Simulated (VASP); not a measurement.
# SnO2 (R-3m) in VASP: further runs

The runs below take SnO2 through single point, with r2SCAN.

Program: VASP 6.6.1. These are calculated values, not measurements. Logs are shortened: lines on timing, memory, paths and dates and some standing lists are left out, and cuts for length are marked.

### 1 The cell of the first run

The structure is trigonal, space group R-3m (No. 166). Conventional cell: a = 3.105 Å, b = 3.105 Å, c = 14.978 Å, α = 90.00°, β = 90.00°, γ = 120.00°. Within 2.8 Å of Sn (site symmetry -3m) lie 6 O at 2.08 Å. O (site symmetry 3m) has 3 Sn at 2.08 Å and 3 O at 2.77 Å within 2.8 Å.

### 2 Single point, r2SCAN (strain -0.040 along x and y, +0.040 along z)

POSCAR

```
SnO2
1.0
    1.5524093522      0.8962839574      4.9926162874
   -1.5524093522      0.8962839574      4.9926162874
    0.0000000000     -1.7925679148      4.9926162874
Sn O
1 2
Direct
    0.5000000000      0.5000000000      0.5000000000
    0.2371700000      0.2371700000      0.2371700000
    0.7628300000      0.7628300000      0.7628300000
```

INCAR.step1

```
PREC = Accurate ; ENCUT = 520
ISMEAR = 0 ; SIGMA = 0.05
LREAL = F ; LASPH = T
NELM = 100 ; NBANDS = 20
GGA = PE ; ALGO = Normal
EDIFF = 1E-4 ; LWAVE = T
LCHARG = F
```

INCAR.step2

```
PREC = Accurate ; ENCUT = 520
EDIFF = 1E-6 ; ISMEAR = 0
SIGMA = 0.05 ; LREAL = F
LASPH = T ; NELM = 100
ALGO = Normal ; ISIF = 2
LWAVE = F ; LCHARG = F
METAGGA = R2SCAN ; LMIXTAU = T
NBANDS = 20 ; ISTART = 1
```

KPOINTS

```
Automatic mesh
0
Gamma
  12 12 12
```

Potentials or basis: VASP PAW PBE potentials, release 64 (Sn_d, O).

On the command line:

```bash
$ cat potpaw_PBE.64/Sn_d/POTCAR potpaw_PBE.64/O/POTCAR > POTCAR
$ cp INCAR.step1 INCAR
$ mpirun -np 1 vasp_std > vasp.out
$ cp INCAR.step2 INCAR
$ mpirun -np 1 vasp_std > vasp.out
```

OUTCAR:

```text
PREC = Accurate
   ENCUT = 520
   EDIFF = 1E-6
   ISMEAR = 0
   LREAL = F
   LASPH = T
   NELM = 100
   ISIF = 2
   METAGGA = R2SCAN
   ISTART = 1

 ion  position               nearest neighbor table
   1  0.500  0.500  0.500-   2 2.08   2 2.08   3 2.08   3 2.08   2 2.08   3 2.08
   2  0.237  0.237  0.237-   1 2.08   1 2.08   1 2.08
   3  0.763  0.763  0.763-   1 2.08   1 2.08   1 2.08

  LATTYP: Found a trigonal (rhomboedric) cell.
 ALAT       =     5.3046693697
 COS(alpha) =     0.8287124270

  Lattice vectors:

 A1 = (   1.5524093522,   0.8962839574,   4.9926162874)
 A2 = (  -1.5524093522,   0.8962839574,   4.9926162874)
 A3 = (   0.0000000000,  -1.7925679148,   4.9926162874)

Analysis of symmetry for initial positions (statically):
=====================================================================
 Subroutine PRICEL returns:
 Original cell was already a primitive cell.

 Routine SETGRP: Setting up the symmetry group for a
 trigonal (rhombohedral) supercell.

 Subroutine GETGRP returns: Found 12 space group operations
 (whereof 12 operations were pure point group operations)
 out of a pool of 12 trial point group operations.

The static configuration has the point symmetry D_3d.

Analysis of symmetry for dynamics (positions and initial velocities):
=====================================================================
 Subroutine PRICEL returns:
 Original cell was already a primitive cell.

 Routine SETGRP: Setting up the symmetry group for a
 trigonal (rhombohedral) supercell.

 Subroutine GETGRP returns: Found 12 space group operations
 (whereof 12 operations were pure point group operations)
 out of a pool of 12 trial point group operations.

The dynamic configuration has the point symmetry D_3d.

 Subroutine INISYM returns: Found 12 space group operations
 (whereof 12 operations are pure point group operations),
 and found     1 'primitive' translations

----------------------------------------------------------------------------------------

                                     Primitive cell

  volume of cell :      41.6803

  direct lattice vectors                    reciprocal lattice vectors
     1.552409352  0.896283957  4.992616287     0.322079997  0.185952973  0.066765262
    -1.552409352  0.896283957  4.992616287    -0.322079997  0.185952973  0.066765262
     0.000000000 -1.792567915  4.992616287     0.000000000 -0.371905946  0.066765262

  length of vectors
     5.304669370  5.304669370  5.304669370     0.377851337  0.377851337  0.377851337

  position of ions in fractional coordinates (direct lattice)
     0.500000000  0.500000000  0.500000000
     0.237170000  0.237170000  0.237170000
     0.762830000  0.762830000  0.762830000

  ion indices of the primitive-cell ions
   primitive index   ion index
                 1           1
                 2           2
                 3           3

----------------------------------------------------------------------------------------

 KPOINTS: Automatic mesh

Automatic generation of k-mesh.
 Grid dimensions read from file:
 generate k-points for:   12   12   12

 Generating k-lattice:

  Cartesian coordinates                     Fractional coordinates (reciprocal lattice)
     0.026840000  0.015496081  0.005563772     0.083333333  0.000000000 -0.000000000
    -0.026840000  0.015496081  0.005563772     0.000000000  0.083333333 -0.000000000
     0.000000000 -0.030992162  0.005563772    -0.000000000 -0.000000000  0.083333333

  Length of vectors
     0.031487611  0.031487611  0.031487611

  Shift w.r.t. Gamma in fractional coordinates (k-lattice)
     0.000000000  0.000000000  0.000000000

 Subroutine IBZKPT returns following result:
 ===========================================

 Found    189 irreducible k-points:

 Following reciprocal coordinates:
            Coordinates               Weight
  0.000000  0.000000  0.000000      1.000000
  0.083333  0.000000  0.000000      6.000000
  0.166667  0.000000  0.000000      6.000000
  0.250000  0.000000  0.000000      6.000000
  0.333333  0.000000  0.000000      6.000000
  0.416667 -0.000000  0.000000      6.000000
[... 16 lines left out ...]
  0.500000  0.166667  0.000000     12.000000
 -0.416667  0.166667  0.000000     12.000000
 [... further k-points ...]
   k-points           NKPTS =    189   k-points in BZ     NKDIM =    189   number of bands    NBANDS=     20
   number of dos      NEDOS =    301   number of ions     NIONS =      3
   total plane-waves  NPLWV =  64000
   dimension x,y,z NGX =    40 NGY =   40 NGZ =   40
   dimension x,y,z NGXF=    80 NGYF=   80 NGZF=   80
   ions per type =               1   2
   NGX,Y,Z   is equivalent  to a cutoff of  12.54, 12.54, 12.54 a.u.
   NGXF,Y,Z  is equivalent  to a cutoff of  25.07, 25.07, 25.07 a.u.
 SYSTEM =  unknown system
   PREC   = accura    normal or accurate (medium, high low for compatibility)
   ISTART =      1    job   : 0-new  1-cont  2-samecut
   ICHARG =      0    charge: 1-file 2-atom 10-const
   ISPIN  =      1    spin polarized calculation?
   LNONCOLLINEAR =      F non collinear calculations
   LSORBIT =      F    spin-orbit coupling
   LASPH  =      T    aspherical Exc in radial PAW
   ENCUT  =  520.0 eV  38.22 Ry    6.18 a.u.   9.86  9.86  9.86*2*pi/ulx,y,z
   NELM   =    100;   NELMIN=  2; NELMDL=  0     # of ELM steps
   EDIFF  = 0.1E-05   stopping-criterion for ELM
   LREAL  =      F    real-space projection
   EDIFFG = 0.1E-04   stopping-criterion for IOM
   NSW    =      0    number of steps for IOM
   IBRION =     -1    ionic relax: 0-MD 1-quasi-New 2-CG
   NFREE  =      0    steps in history (QN), initial steepest desc. (CG)
   ISIF   =      2    stress and relaxation
   ISYM   =      2    0-nonsym 1-usesym 2-fastsym
   POTIM  = 0.5000    time-step for ionic-motion
   TEBEG  =    0.0;   TEEND  =   0.0 temperature during run
   PSTRESS=    0.0 pullay stress
   NELECT =      26.0000    total number of electrons
   NUPDOWN=      -1.0000    fix difference up-down
   EMIN   =  10.00;   EMAX   =-10.00  energy-range for DOS
   EFERMI =   0.00;   METHOD = LEGACY
   ISMEAR =     0;   SIGMA  =   0.05  broadening in eV -4-tet -1-fermi 0-gaus
   EFERMI_NEDOS =   21; number of points for ismear=-14 and -15
   IALGO  =     38    algorithm
   IMIX   =      4    mixing-type and parameters
     AMIX     =   0.40;   BMIX     =  1.00
     AMIX_MAG =   1.60;   BMIX_MAG =  1.00
  volume/ion in A,a.u.               =      13.89        93.76
  Fermi-wavevector in a.u.,A,eV,Ry     =   1.398800  2.643348 26.621709  1.956640
  Thomas-Fermi vector in A             =   2.521922
   LORBIT       =      0    0 simple, 1 ext, 2 COOP (PROOUT), +10 PAW based schemes
   METAGGA = R2SCAN    functional components
   LHFCALC =     F    Hartree Fock is set to
   AEXX    =    0.0000 exact exchange contribution
   IVDW    =     0    specifies the selected vdW correction
   LEPSILON=     F    determine dielectric tensor
   LRPA    =     F    only Hartree local field effects (RPA)
 non-spin polarized calculation
 Gauss-broadening in eV      SIGMA  =   0.05
  energy-cutoff  :      520.00
  volume of cell :       41.68
 maximum number of plane-waves:      1141
   NGX = 19   NGY = 19   NGZ = 19

 number of electron      25.9999999 magnetization

 Free energy of the ion-electron system (eV)
  ---------------------------------------------------
  ext. energy  EPLUGINS =         0.00000000
  ---------------------------------------------------
  free energy    TOTEN  =       -41.53319681 eV

  energy without entropy =      -41.53319681  energy(sigma->0) =      -41.53319681

 E-fermi :   3.3793     XC(G=0): -10.8398

 val. band max:        3.0465518021   @ k =  -0.1667   0.2500   0.0833
 cond. band min:       6.3143517227   @ k =   0.0000   0.0000   0.0000
 fundamental gap:      3.2677999206
 Fermi energy:         3.3792537821

 k-point     1 :       0.0000    0.0000    0.0000
  band No.  band energies     occupation
      1     -17.4438      2.00000
      2     -17.1179      2.00000
      3     -17.1179      2.00000
      4     -16.7930      2.00000
      5     -16.7930      2.00000
      6     -15.9367      2.00000
[... 12 lines left out ...]
     19      21.4713      0.00000
     20      22.1032      0.00000

 k-point     2 :       0.0833    0.0000    0.0000
  band No.  band energies     occupation
      1     -17.3972      2.00000
      2     -17.2110      2.00000
      3     -17.0969      2.00000
      4     -16.8266      2.00000
      5     -16.7950      2.00000
      6     -15.8997      2.00000
[... 12 lines left out ...]
     19      20.0316      0.00000
     20      22.1527      0.00000

 k-point     3 :       0.1667    0.0000    0.0000
  band No.  band energies     occupation
      1     -17.5156      2.00000
      2     -17.2141      2.00000
      3     -17.0424      2.00000
      4     -16.8735      2.00000
      5     -16.7966      2.00000
      6     -15.7759      2.00000
[... 12 lines left out ...]
     19      18.6227      0.00000
     20      22.3549      0.00000

 k-point     4 :       0.2500    0.0000    0.0000
  band No.  band energies     occupation
      1     -17.8210      2.00000
      2     -17.0555      2.00000
      3     -16.9823      2.00000
      4     -16.8967      2.00000
      5     -16.7826      2.00000
      6     -15.5500      2.00000
[... 12 lines left out ...]
     19      17.5929      0.00000
     20      21.5894      0.00000

 k-point     5 :       0.3333    0.0000    0.0000
  band No.  band energies     occupation
      1     -18.0845      2.00000
      2     -17.0008      2.00000
      3     -16.9509      2.00000
      4     -16.8323      2.00000
      5     -16.7380      2.00000
      6     -15.2446      2.00000
[... 12 lines left out ...]
     19      17.3265      0.00000
     20      19.8518      0.00000
[... 353 lines left out ...]
      6     -15.2754      2.00000
[... 12 lines left out ...]
     19      18.3546      0.00000
     20      20.4360      0.00000

 k-point    22 :       0.4167    0.1667    0.0000
  band No.  band energies     occupation
      1     -18.0082      2.00000
      2     -17.2968      2.00000
      3     -16.9363      2.00000
      4     -16.8454      2.00000
      5     -16.7095      2.00000
      6     -14.8319      2.00000
[... 12 lines left out ...]
     19      18.4456      0.00000
     20      19.1458      0.00000

 k-point    23 :       0.5000    0.1667    0.0000
  band No.  band energies     occupation
      1     -18.1285      2.00000
      2     -17.3049      2.00000
      3     -16.9564      2.00000
      4     -16.7944      2.00000
      5     -16.7051      2.00000
      6     -14.4254      2.00000
[... 12 lines left out ...]
     19      18.0463      0.00000
     20      18.6894      0.00000

 k-point    24 :      -0.4167    0.1667    0.0000
  band No.  band energies     occupation
      1     -18.1709      2.00000
      2     -17.3074      2.00000
      3     -16.9645      2.00000
      4     -16.7488      2.00000
      5     -16.7299      2.00000
      6     -14.2558      2.00000
[... 12 lines left out ...]
     19      17.3331      0.00000
     20      18.9175      0.00000

 [... further k-points ...]
[... 5 lines left out ...]
  --------------------------------------------------------------------------------------
  -------------------------------------------------------------------------------------
  Total        2.7962875      2.7962875     -0.9806352      0.0000000      0.0000000      0.0000000
  in kB      107.4882741    107.4882741    -37.6952615      0.0000000      0.0000000      0.0000000
  external PRESSURE =      59.0937622 kB  Pullay stress =       0.0000000 kB

 VOLUME and BASIS-vectors are now :
 -----------------------------------------------------------------------------
  energy-cutoff  :      520.00
  volume of cell :       41.68
      direct lattice vectors                 reciprocal lattice vectors
     1.552409352  0.896283957  4.992616287     0.322079997  0.185952973  0.066765262
    -1.552409352  0.896283957  4.992616287    -0.322079997  0.185952973  0.066765262
     0.000000000 -1.792567915  4.992616287     0.000000000 -0.371905946  0.066765262

 POSITION                                       TOTAL-FORCE (eV/Angst)
 -----------------------------------------------------------------------------------
      0.00000      0.00000      7.48892         0.000000      0.000000      0.000000
      0.00000      0.00000      3.55230         0.000000     -0.000000     -0.319321
      0.00000      0.00000     11.42555         0.000000      0.000000      0.319321
 -----------------------------------------------------------------------------------
    total drift:                               -0.000000      0.000000      0.000000

  FREE ENERGIE OF THE ION-ELECTRON SYSTEM (eV)
  ---------------------------------------------------
  free  energy   TOTEN  =       -41.5331968110 eV

  energy  without entropy=      -41.5331968110  energy(sigma->0) =      -41.53319681
```

Wall time 8.6 min (1 thread of Intel Xeon 6975P-C (Granite Rapids), shared host); peak memory 0.35 GiB.

What came out:

```
Free energy            : -41.5332 eV
Pressure               : 5.9 GPa
Largest force          : 0.319 eV/Å
Band gap on the k mesh : 3.27 eV (least direct gap 3.51 eV)
```

Forces on the atoms (eV/Å):
```
Sn   0.000  0.000  0.000
O    0.000  0.000 -0.319
O    0.000  0.000  0.319
```

Caveat: the cell differs from its parent crystal (strain -0.040 along x and y, +0.040 along z); the stress differs along the axes, from -4 to 11 GPa; the PAW data sets were made with another functional, which shifts forces and pressure a little; spin-orbit coupling is left out, which moves the levels of the heavy elements. A k mesh can miss the band edges.

### 3 Single point, r2SCAN (strain +0.000 along x and y, -0.040 along z)

POSCAR

```
SnO2
1.0
    1.6170930752      0.9336291223      4.6085688806
   -1.6170930752      0.9336291223      4.6085688806
    0.0000000000     -1.8672582446      4.6085688806
Sn O
1 2
Direct
    0.5000000000      0.5000000000      0.5000000000
    0.2371700000      0.2371700000      0.2371700000
    0.7628300000      0.7628300000      0.7628300000
```

INCAR.step1

```
PREC = Accurate ; ENCUT = 520
ISMEAR = 0 ; SIGMA = 0.05
LREAL = False ; LASPH = True
NELM = 80 ; NBANDS = 20
GGA = PE ; ALGO = Normal
EDIFF = 1E-4 ; LWAVE = True
LCHARG = False
```

INCAR.step2

```
PREC = Accurate ; ENCUT = 520
EDIFF = 1E-6 ; ISMEAR = 0
SIGMA = 0.05 ; LREAL = False
LASPH = True ; NELM = 80
ALGO = Normal ; ISIF = 2
LWAVE = False ; LCHARG = False
METAGGA = R2SCAN ; LMIXTAU = True
NBANDS = 20 ; ISTART = 1
```

KPOINTS is that of step 2.

Potentials or basis: VASP PAW PBE potentials, release 64 (Sn_d, O).

On the command line:

```bash
$ cat potpaw_PBE.64/Sn_d/POTCAR potpaw_PBE.64/O/POTCAR > POTCAR
$ cp INCAR.step1 INCAR
$ mpirun -np 1 vasp_std > vasp.out
$ cp INCAR.step2 INCAR
$ mpirun -np 1 vasp_std > vasp.out
```

OUTCAR:

```text
PREC = Accurate
   ENCUT = 520
   EDIFF = 1E-6
   ISMEAR = 0
   LREAL = False
   LASPH = True
   NELM = 80
   ISIF = 2
   METAGGA = R2SCAN
   ISTART = 1

 ion  position               nearest neighbor table
   1  0.500  0.500  0.500-   2 2.11   2 2.11   3 2.11   3 2.11   2 2.11   3 2.11
   2  0.237  0.237  0.237-   1 2.11   1 2.11   1 2.11
   3  0.763  0.763  0.763-   1 2.11   1 2.11   1 2.11

  LATTYP: Found a trigonal (rhomboedric) cell.
 ALAT       =     4.9724803146
[... 196 lines left out ...]
      3     -16.9327      2.00000
      4     -16.7024      2.00000
      5     -16.7024      2.00000
      6     -15.4949      2.00000
[... 541 lines left out ...]
     19      17.7301      0.00000
     20      18.6799      0.00000

 [... further k-points ...]
[... 5 lines left out ...]
  --------------------------------------------------------------------------------------
  -------------------------------------------------------------------------------------
  Total       -0.8783633     -0.8783633     -0.4155552      0.0000000      0.0000000      0.0000000
  in kB      -33.7099444    -33.7099444    -15.9482339      0.0000000      0.0000000      0.0000000
  external PRESSURE =     -27.7893743 kB  Pullay stress =       0.0000000 kB

 VOLUME and BASIS-vectors are now :
 -----------------------------------------------------------------------------
  energy-cutoff  :      520.00
  volume of cell :       41.75
      direct lattice vectors                 reciprocal lattice vectors
     1.617093075  0.933629122  4.608568881     0.309196797  0.178514854  0.072329034
    -1.617093075  0.933629122  4.608568881    -0.309196797  0.178514854  0.072329034
     0.000000000 -1.867258245  4.608568881     0.000000000 -0.357029708  0.072329034

 POSITION                                       TOTAL-FORCE (eV/Angst)
 -----------------------------------------------------------------------------------
      0.00000      0.00000      6.91285         0.000000      0.000000     -0.000000
      0.00000      0.00000      3.27904        -0.000000     -0.000000      0.007254
      0.00000      0.00000     10.54666        -0.000000     -0.000000     -0.007254
 -----------------------------------------------------------------------------------
    total drift:                                0.000000      0.000000      0.000000

  FREE ENERGIE OF THE ION-ELECTRON SYSTEM (eV)
  ---------------------------------------------------
  free  energy   TOTEN  =       -41.6606647911 eV

  energy  without entropy=      -41.6606647911  energy(sigma->0) =      -41.66066479
```

OUTCAR.step1:

```text
PREC = Accurate
   ENCUT = 520
   ISMEAR = 0
   LREAL = False
   LASPH = True
[... 778 lines left out ...]
      0.00000      0.00000      6.91285        -0.000000      0.000000      0.000000
      0.00000      0.00000      3.27904         0.000000      0.000000      0.435555
      0.00000      0.00000     10.54666         0.000000     -0.000000     -0.435555
 -----------------------------------------------------------------------------------
    total drift:                                0.000000      0.000000      0.000000

  FREE ENERGIE OF THE ION-ELECTRON SYSTEM (eV)
  ---------------------------------------------------
  free  energy   TOTEN  =       -18.1818113548 eV

  energy  without entropy=      -18.1818113548  energy(sigma->0) =      -18.18181135
```

Run time: 9.7 min. Hardware: 1 thread of Intel Xeon 6975P-C (Granite Rapids), shared host; peak memory 0.35 GiB.

Results:

```yaml
Free_energy: -41.6607 eV
Pressure: -2.8 GPa
Largest_force: 0.007 eV/Å
Band_gap_on_the_k_mesh: 2.44 eV (least direct gap 2.55 eV)
```

Forces in eV/Å, atoms in the order of the input:
```
Sn   0.000  0.000  0.000
O    0.000  0.000  0.007
O    0.000  0.000 -0.007
```

Caveat: the cell differs from its parent crystal (strain +0.000 along x and y, -0.040 along z); the PAW data sets were made with another functional, which shifts forces and pressure a little; spin-orbit coupling is left out, which moves the levels of the heavy elements. A k mesh can miss the band edges.
